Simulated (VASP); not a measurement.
Here is a VASP 6.6.1 calculation.

INCAR

```
PREC     = Accurate       # precision mode
ENCUT    = 520            # plane-wave cutoff, eV
EDIFF    = 1E-6           # SCF threshold, eV
ISMEAR   = 0              # smearing method
SIGMA    = 0.1            # smearing width, eV
LREAL    = F              # projectors in reciprocal space
LASPH    = T              # aspherical terms in the spheres
NELM     = 150            # most SCF steps
ALGO     = Normal         # electronic algorithm
ISIF     = 2              # what is computed and relaxed
LWAVE    = F              # write WAVECAR
LCHARG   = F              # write CHGCAR
ISPIN    = 2              # spin polarisation
MAGMOM   = 0 0 0 0 1 1    # initial moments
LORBIT   = 11             # projections on sites
GGA      = PE             # functional
NBANDS   = 39             # bands
```

The input KPOINTS:

```
Automatic mesh
0
Gamma
  6 6 6
```

Contents of POSCAR:

```
AlGa3N2
1.0
    2.6261693600      1.5162195900      3.8610455800
   -2.6261693600      1.5162195900      3.8610455800
    0.0000000000     -3.0324391700      3.8610455800
Al Ga N
1 3 2
Direct
    0.5000000000      0.5000000000      0.5000000000
    0.5000000000      0.5000000000      0.0000000000
    0.0000000000      0.5000000000      0.5000000000
    0.5000000000      0.0000000000      0.5000000000
    0.8720504600      0.8720504600      0.8720504600
    0.1279495400      0.1279495400      0.1279495400
```

Potentials or basis: VASP PAW PBE potentials, release 64 (Al, Ga_d, N).

Command:

```bash
$ cat potpaw_PBE.64/Al/POTCAR potpaw_PBE.64/Ga_d/POTCAR potpaw_PBE.64/N/POTCAR > POTCAR
$ mpirun -np 1 vasp_std > vasp.out
```

What does it give for the largest force?

0.649 eV/Å.

Estimate the pressure.

4.2 GPa.

Estimate the site moments.

Al -0.01; Ga -0.01; N +0.84 μB.

Stress tensor (GPa, compression positive):
```
4.41 0.00 0.00
0.00 4.41 0.00
0.00 0.00 3.85
```
